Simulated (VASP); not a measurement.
A run of VASP 6.6.1 is set up as follows.

The input INCAR:

```
PREC = Accurate
ENCUT = 520
EDIFF = 1E-7
ISMEAR = 0
SIGMA = 0.01
LREAL = Auto
LASPH = T
NELM = 150
ALGO = Normal
ISIF = 2
LWAVE = F
LCHARG = T
ISPIN = 2
MAGMOM = 0.34 0.32 0.19 0.02 0.2 0.39 0.04 0.02 0 0.39 0.03 0.02 0 0.01 0.01 0 0 0 0 0 0 0 0 0.01 0 0 0 0 0 0 0
LORBIT = 11
NUPDOWN = 3.0
GGA = PE
LELF = T
LVHAR = T
NBANDS = 88
NELECT = 127.0
```

Contents of KPOINTS:

```
Automatic mesh
0
Gamma
  1 1 1
  0.25 0.25 0.25
```

File POSCAR:

```
Al14CN16
1.0
    6.2595139102      0.0000000601      0.0000000000
   -3.1297570100      5.4208980298      0.0000000000
    0.0000000000      0.0000000000     10.0348065900
C N Al
1 16 14
Direct
    0.3705376783      0.1313952784      0.2606026131
    0.3634416250      0.1390228932      0.4067264463
    0.1380884795      0.3629551253      0.1803942758
    0.3268324712      0.1746615264      0.9399646705
    0.1639012739      0.3384027926      0.7014672342
    0.3519528389      0.6916128685      0.4398194745
    0.2091300704      0.8772540838      0.1983831630
    0.3332830131      0.6803985999      0.9384106744
    0.1667323196      0.8405998336      0.6873026588
    0.8061725659      0.1478217690      0.4393505253
    0.6240912492      0.2938563914      0.1980255845
    0.8212772173      0.1684356886      0.9383942442
    0.6616904086      0.3354902956      0.6873339127
    0.8363285077      0.6663491324      0.4390437953
    0.6722689900      0.8289878376      0.1883226425
    0.8343461736      0.6674518462      0.9469487044
    0.6689999010      0.8329424132      0.6945153969
    0.3273724907      0.1746359792      0.7483373090
    0.1588808708      0.3426771887      0.9978146080
    0.3403107300      0.6650871227      0.2551253219
    0.1682268346      0.8300247561      0.4974772425
    0.3303637536      0.6693888596      0.7465037727
    0.1753692985      0.8479549930      1.0051561583
    0.8352243888      0.1612217715      0.2547975890
    0.6716862377      0.3345170625      0.4976011102
    0.8326964251      0.1716657431      0.7464318524
    0.6536883675      0.3265666196      1.0050254068
    0.8351632241      0.6671878069      0.2523124129
    0.6703578725      0.8303068798      0.5051614526
    0.8339941048      0.6682701913      0.7531153219
    0.6652112848      0.8365965259      0.9998432560
```

Potentials or basis: VASP PAW PBE potentials, release 64 (C, N, Al).

Command:

```console
$ cat potpaw_PBE.64/C/POTCAR potpaw_PBE.64/N/POTCAR potpaw_PBE.64/Al/POTCAR > POTCAR
$ mpirun -np 1 vasp_std > vasp.out
```

Q: Predict the largest force.

A: 0.384 eV/Å.

Forces in eV/Å, atoms in the order of the input:
```
C    0.317 -0.184  0.114
N    0.080 -0.083 -0.017
N   -0.291  0.150  0.091
N    0.130 -0.070 -0.048
N   -0.206  0.102 -0.012
N    0.068 -0.081 -0.071
N   -0.235  0.030  0.006
N    0.171 -0.136  0.023
N   -0.141  0.046  0.065
N    0.162  0.029 -0.077
N   -0.086  0.149  0.033
N    0.195 -0.075  0.018
N   -0.129  0.101  0.073
N    0.080 -0.070  0.053
N   -0.097  0.071  0.089
N    0.182 -0.096 -0.075
N   -0.154  0.094 -0.143
Al   0.144 -0.078  0.028
Al  -0.096  0.059 -0.015
Al   0.084 -0.024 -0.117
Al  -0.116  0.290 -0.061
Al   0.093 -0.053  0.022
Al  -0.147  0.045  0.068
Al   0.072 -0.059 -0.119
Al  -0.292 -0.048 -0.065
Al   0.099 -0.054  0.017
Al  -0.117  0.097  0.060
Al   0.096 -0.058 -0.117
Al   0.101 -0.062  0.146
Al   0.143 -0.082  0.016
Al  -0.109  0.048  0.018
```

Caveat: the k points lie up to 1.16 Å⁻¹ apart; the cell carries a net charge on a neutralising background, which shifts energy and pressure; the moment is held away from its start; the total moment is fixed, so each spin has its own Fermi level.
